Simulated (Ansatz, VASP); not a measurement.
Si in VASP and in Ansatz

```
CELL_PARAMETERS angstrom
3.77026 0.00000 0.00000
-1.88513 3.26514 0.00000
0.00000 0.00000 28.00000
ATOMIC_POSITIONS crystal
Si 0.33333 0.66667 0.50989
Si 0.66667 0.33333 0.49011
```

Change from the starting cell: biaxial strain -0.020, atoms relaxed.

Alike in both runs: functional PBE; dispersion D3(BJ); k mesh 15 × 15 × 1; occupations gaussian, width 0.1 eV; no spin polarisation.

Ansatz relaxed the structure, and its values are those at the end. VASP's run is a single point on that final structure, the one shown.

|  | VASP | Ansatz |
| --- | --- | --- |
| version | VASP 6.6.1 | Ansatz 0.2.0 |
| potentials or method | VASP PAW PBE potentials, release 64 (Si), cutoff 520 eV | scalar-relativistic, plane waves, PAW |
| valence electrons in the cell | 8 | 8 |

```tsv
	VASP	Ansatz	Ansatz less VASP
gap on the k mesh at the Fermi level (eV)	none	none	-
rms of the force components (eV/Å)	0.006	0.000	-0.0062
```

A gap of «none» marks a metal or a gap that the smearing closes. Ansatz's warnings: stress scf threshold loose.
